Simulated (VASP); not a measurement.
# CsCl (Pm-3m) in VASP: further runs

Aim: see how the results for CsCl move with the level of theory and the settings. Levels: PBE, HSE06, PBE0, r2SCAN0. Tasks: single point.

Everything below comes from runs of VASP 6.6.1. Logs are shortened: lines on timing, memory, paths and dates and some standing lists are left out, and cuts for length are marked.

## (1) The cell of the first run

The structure is cubic, space group Pm-3m (No. 221). Conventional cell: a = 4.137 Å, b = 4.137 Å, c = 4.137 Å, α = 90.00°, β = 90.00°, γ = 90.00°. Within 4.7 Å of Cs (site symmetry m-3m) lie 8 Cl at 3.58 Å and 6 Cs at 4.14 Å. Within 4.7 Å of Cl (site symmetry m-3m) lie 8 Cs at 3.58 Å and 6 Cl at 4.14 Å.

## (2) Single point, PBE, non-collinear spin, zero start, spin-orbit coupling

Contents of INCAR:

```
SYSTEM = CsCl
  PREC = Accurate
  ENCUT = 500
  EDIFF = 1E-6
  ISMEAR = 0
  SIGMA = 0.01
  LREAL = .False.
  LASPH = .True.
  NELM = 200
  ALGO = Normal
  ISIF = 2
  LWAVE = .False.
  LCHARG = .False.
  LNONCOLLINEAR = .True.
  MAGMOM = 0 0 0 0 0 0
  LORBIT = 11
  LSORBIT = .True.
  GGA_COMPAT = .False.
  LORBMOM = .True.
  GGA = PE
  NBANDS = 28
```

Contents of KPOINTS:

```
regular mesh
0
Gamma
  6 6 6
  0 0 0
```

Contents of POSCAR:

```
CsCl
1.0
    4.1368327747      0.0000000000      0.0000000000
    0.0000000000      4.1368327747      0.0000000000
    0.0000000000      0.0000000000      4.1368327747
Cs Cl
1 1
Direct
    0.0000000000      0.0000000000      0.0000000000
    0.5000000000      0.5000000000      0.5000000000
```

Potentials or basis: VASP PAW PBE potentials, release 64 (Cs_sv, Cl).

The run is started by

```console
cat potpaw_PBE.64/Cs_sv/POTCAR potpaw_PBE.64/Cl/POTCAR > POTCAR
mpirun -np 1 vasp_ncl > vasp.out
```

OUTCAR:

```text
SYSTEM = CsCl
   PREC = Accurate
   ENCUT = 500
   EDIFF = 1E-6
   ISMEAR = 0
   LREAL = .False.
   LASPH = .True.
   NELM = 200
   ISIF = 2
   LNONCOLLINEAR = .True.
   LORBIT = 11
   LSORBIT = .True.
   GGA = PE

 ion  position               nearest neighbor table
   1  0.000  0.000  0.000-
   2  0.500  0.500  0.500-

  LATTYP: Found a simple cubic cell.
 ALAT       =     4.1368327747

  Lattice vectors:

 A1 = (   4.1368327747,   0.0000000000,   0.0000000000)
 A2 = (   0.0000000000,   4.1368327747,   0.0000000000)
 A3 = (   0.0000000000,   0.0000000000,   4.1368327747)

Analysis of symmetry for initial positions (statically):
=====================================================================
 Subroutine PRICEL returns:
 Original cell was already a primitive cell.

 Routine SETGRP: Setting up the symmetry group for a
 simple cubic supercell.

 Subroutine GETGRP returns: Found 48 space group operations
 (whereof 48 operations were pure point group operations)
 out of a pool of 48 trial point group operations.

The static configuration has the point symmetry O_h .

Analysis of symmetry for dynamics (positions and initial velocities):
=====================================================================
 Subroutine PRICEL returns:
 Original cell was already a primitive cell.

 Routine SETGRP: Setting up the symmetry group for a
 simple cubic supercell.

 Subroutine GETGRP returns: Found 48 space group operations
 (whereof 48 operations were pure point group operations)
 out of a pool of 48 trial point group operations.

The dynamic configuration has the point symmetry O_h .

Analysis of structural, dynamic, and magnetic symmetry:
=====================================================================
 Subroutine PRICEL returns:
 Original cell was already a primitive cell.

 Routine SETGRP: Setting up the symmetry group for a
 simple cubic supercell.

 Subroutine GETGRP returns: Found 48 space group operations
 (whereof 48 operations were pure point group operations)
 out of a pool of 48 trial point group operations.

The overall configuration has the point symmetry O_h .

 Subroutine INISYM returns: Found 48 space group operations
 (whereof 48 operations are pure point group operations),
 and found     1 'primitive' translations

----------------------------------------------------------------------------------------

                                     Primitive cell

  volume of cell :      70.7952

  direct lattice vectors                    reciprocal lattice vectors
     4.136832775  0.000000000  0.000000000     0.241730825  0.000000000  0.000000000
     0.000000000  4.136832775  0.000000000     0.000000000  0.241730825  0.000000000
[... 782 lines left out ...]
    total drift:                                0.000000      0.000000      0.000000

  FREE ENERGIE OF THE ION-ELECTRON SYSTEM (eV)
  ---------------------------------------------------
  free  energy   TOTEN  =        -6.6944626942 eV

  energy  without entropy=       -6.6944626942  energy(sigma->0) =       -6.69446269

 orbital moment (x)

 # of ion     p       d       tot
 ----------------------------------------
  1         0.000   0.000   0.000
  2         0.000   0.000   0.000
 ----------------------------------------
            0.000   0.000   0.000

 orbital moment (y)

 # of ion     p       d       tot
 ----------------------------------------
  1        -0.000   0.000   0.000
  2         0.000   0.000   0.000
 ----------------------------------------
           -0.000   0.000   0.000

 orbital moment (z)

 # of ion     p       d       tot
 ----------------------------------------
  1         0.000   0.000   0.000
  2         0.000   0.000   0.000
 ----------------------------------------
            0.000   0.000   0.000

 Spin-Orbit-Coupling matrix elements

 Ion:    1  E_soc:     -0.3245458
 l=   1
     0.0000000    -0.0540697    -0.0540697
    -0.0540697     0.0000000    -0.0540697
    -0.0540697    -0.0540697     0.0000000
 l=   2
     0.0000000    -0.0000077     0.0000000    -0.0000077    -0.0000136
    -0.0000077     0.0000000    -0.0000102    -0.0000077    -0.0000034
     0.0000000    -0.0000102     0.0000000    -0.0000102     0.0000000
    -0.0000077    -0.0000077    -0.0000102     0.0000000    -0.0000034
    -0.0000136    -0.0000034     0.0000000    -0.0000034     0.0000000
 l=   3
     0.0000000     0.0000000     0.0000000     0.0000000     0.0000000     0.0000000     0.0000000
     0.0000000     0.0000000     0.0000000     0.0000000     0.0000000     0.0000000     0.0000000
     0.0000000     0.0000000     0.0000000     0.0000000     0.0000000     0.0000000     0.0000000
     0.0000000     0.0000000     0.0000000     0.0000000     0.0000000     0.0000000     0.0000000
     0.0000000     0.0000000     0.0000000     0.0000000     0.0000000     0.0000000     0.0000000
     0.0000000     0.0000000     0.0000000     0.0000000     0.0000000     0.0000000     0.0000000
     0.0000000     0.0000000     0.0000000     0.0000000     0.0000000     0.0000000     0.0000000

 Ion:    2  E_soc:     -0.0031814
 l=   1
     0.0000000    -0.0005302    -0.0005302
    -0.0005302     0.0000000    -0.0005302
    -0.0005302    -0.0005302     0.0000000
 l=   2
     0.0000000     0.0000000     0.0000000     0.0000000     0.0000000
     0.0000000     0.0000000     0.0000000     0.0000000     0.0000000
     0.0000000     0.0000000     0.0000000     0.0000000     0.0000000
     0.0000000     0.0000000     0.0000000     0.0000000     0.0000000
     0.0000000     0.0000000     0.0000000     0.0000000     0.0000000
 l=   3
     0.0000000     0.0000000     0.0000000     0.0000000     0.0000000     0.0000000     0.0000000
     0.0000000     0.0000000     0.0000000     0.0000000     0.0000000     0.0000000     0.0000000
     0.0000000     0.0000000     0.0000000     0.0000000     0.0000000     0.0000000     0.0000000
     0.0000000     0.0000000     0.0000000     0.0000000     0.0000000     0.0000000     0.0000000
     0.0000000     0.0000000     0.0000000     0.0000000     0.0000000     0.0000000     0.0000000
     0.0000000     0.0000000     0.0000000     0.0000000     0.0000000     0.0000000     0.0000000
     0.0000000     0.0000000     0.0000000     0.0000000     0.0000000     0.0000000     0.0000000

 total charge

# of ion       s       p       d       tot
------------------------------------------
    1        1.836   4.710   0.030   6.576
    2        1.591   3.551   0.000   5.141
--------------------------------------------------
tot          3.427   8.261   0.030  11.717

 magnetization (x)

# of ion       s       p       d       tot
------------------------------------------
    1        0.000   0.000   0.000   0.000
    2        0.000   0.000   0.000   0.000
--------------------------------------------------
tot          0.000   0.000   0.000   0.000

 magnetization (y)

# of ion       s       p       d       tot
------------------------------------------
    1       -0.000   0.000   0.000   0.000
    2       -0.000   0.000   0.000  -0.000
--------------------------------------------------
tot         -0.000   0.000   0.000   0.000

 magnetization (z)

# of ion       s       p       d       tot
------------------------------------------
    1        0.000  -0.000   0.000  -0.000
    2       -0.000   0.000   0.000  -0.000
--------------------------------------------------
tot          0.000  -0.000   0.000  -0.000
```

OSZICAR:

```text
N       E                     dE             d eps       ncg     rms          rms(c)
DAV:   1     0.981812349714E+02    0.98181E+02   -0.64624E+03  1120   0.946E+02
DAV:   2     0.130894279963E+01   -0.96872E+02   -0.91190E+02  1556   0.177E+02
DAV:   3    -0.701814608728E+01   -0.83271E+01   -0.82855E+01  1432   0.564E+01
DAV:   4    -0.711340033273E+01   -0.95254E-01   -0.95198E-01  1296   0.722E+00
DAV:   5    -0.711458156428E+01   -0.11812E-02   -0.11812E-02  1384   0.826E-01    0.236E+00
DAV:   6    -0.673789638623E+01    0.37669E+00   -0.43260E-01  1316   0.401E+00    0.167E+00
DAV:   7    -0.669361290889E+01    0.44283E-01   -0.17590E-01  1340   0.231E+00    0.118E+00
DAV:   8    -0.669411287676E+01   -0.49997E-03   -0.14864E-02  1304   0.768E-01    0.571E-01
DAV:   9    -0.669423905004E+01   -0.12617E-03   -0.13612E-03  1372   0.296E-01    0.185E-01
DAV:  10    -0.669435091983E+01   -0.11187E-03   -0.11901E-03  1380   0.179E-01    0.678E-02
DAV:  11    -0.669446043402E+01   -0.10951E-03   -0.25888E-04  1192   0.118E-01    0.770E-03
DAV:  12    -0.669446248072E+01   -0.20467E-05   -0.10671E-05  1232   0.243E-02    0.876E-03
DAV:  13    -0.669446269423E+01   -0.21352E-06   -0.22540E-06  1220   0.997E-03
   1 F= -.66944627E+01 E0= -.66944627E+01  d E =-.135270E-29  mag=     0.0000     0.0000     0.0000
```

It took 71 s on 1 thread of Oxide Virtual Turin-like, shared host; peak memory 0.25 GiB.

Results:

```yaml
Free_energy: -6.6945 eV
Pressure: 0.8 GPa
Net_moment: 0.00 μB per cell
Valence_electrons_inside_the_program's_atomic_spheres: Cs 6.58; Cl 5.14
```

Moments on the atoms (μB; x, y, z):
```
Cs  0.00 0.00 0.00
Cl  0.00 0.00 0.00
```

## (3) Single point, HSE06

POSCAR is that of step 2.

Contents of INCAR.step1:

```
PREC = Accurate
ENCUT = 400
EDIFF = 1E-5
ISMEAR = 0
SIGMA = 0.01
LREAL = False
LASPH = True
NELM = 120
ALGO = Normal
ISIF = 2
LWAVE = True
LCHARG = False
NBANDS = 15
GGA = PE
GGA_COMPAT = False
```

Contents of INCAR.step2:

```
PREC = Accurate
ENCUT = 400
EDIFF = 1E-6
ISMEAR = 0
SIGMA = 0.01
LREAL = False
LASPH = True
NELM = 120
ALGO = Normal
ISIF = 2
LWAVE = False
LCHARG = False
GGA = PE
LHFCALC = True
HFSCREEN = 0.2079
PRECFOCK = Normal
NBANDS = 15
ISTART = 1
GGA_COMPAT = False
```

Contents of KPOINTS:

```
regular mesh
0
Gamma
  4 4 4
```

Potentials or basis: VASP PAW PBE potentials, release 64 (Cs_sv, Cl).

The run is started by

```console
cat potpaw_PBE.64/Cs_sv/POTCAR potpaw_PBE.64/Cl/POTCAR > POTCAR
cp INCAR.step1 INCAR
mpirun -np 1 vasp_std > vasp.out
cp INCAR.step2 INCAR
mpirun -np 1 vasp_std > vasp.out
```

It took 6.6 min on 1 thread of Oxide Virtual Turin-like, shared host; peak memory 0.23 GiB.

The run converged. Its results:

```
Free energy            : -7.6255 eV
Pressure               : 0.5 GPa
Band gap on the k mesh : 6.53 eV
```

Levels at points of the mesh, in eV from the valence-band top:
```
           k point  band 6  band 7  band 8  band 9  band 10  band 11
(0.00, 0.00, 0.00)    0.00    0.00    0.00    6.53     6.68     6.68
(0.50, 0.00, 0.00)   -1.20   -0.24   -0.24    7.76     8.97    10.20
(0.50, 0.50, 0.00)   -0.45   -0.45   -0.06    7.25     7.34     9.39
(0.50, 0.50, 0.50)   -1.13   -1.13   -1.13    9.92     9.92     9.92
```

Caveat: the PAW data sets were made with another functional, which shifts forces and pressure a little; spin-orbit coupling is left out, which moves the levels of the heavy elements.

(Continued in part 2 of 2.)
